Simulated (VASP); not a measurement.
Input of a VASP 6.6.1 run:

Contents of INCAR:

```
ALGO = Normal
EDIFF = 1E-6
ENCUT = 520
GGA = PE
ISIF = 2
ISMEAR = 0
LASPH = T
LCHARG = F
LREAL = F
LWAVE = F
NBANDS = 22
NELM = 80
PREC = Accurate
SIGMA = 0.1
```

KPOINTS

```
k-points
0
Gamma
  6 6 6
```

Contents of POSCAR:

```
HfO3
1.0
    3.5436765700      0.0000000000      0.0000000000
    0.0000000000      3.5436765700      0.0000000000
    0.0000000000      0.0000000000      3.5072524200
Hf O
1 3
Direct
    0.0000000000      0.0000000000      0.0000000000
    0.0000000000      0.5000000000      0.5000000000
    0.5000000000      0.0000000000      0.5000000000
    0.5000000000      0.5000000000      0.0000000000
```

Potentials or basis: VASP PAW PBE potentials, release 64 (Hf_pv, O).

Command:

```console
$ cat potpaw_PBE.64/Hf_pv/POTCAR potpaw_PBE.64/O/POTCAR > POTCAR
$ mpirun -np 1 vasp_std > vasp.out
```

What does it give for the band gap on the k mesh?

Zero (band 14 reaches 4.16 eV, above the bottom of band 15 at 3.31 eV).

Predict the pressure.

-31.6 GPa.

Stress tensor (GPa, compression positive):
```
-31.97   0.00   0.00
  0.00 -31.97   0.00
  0.00   0.00 -30.87
```

Caveat: spin-orbit coupling is left out, which moves the levels of the heavy elements.
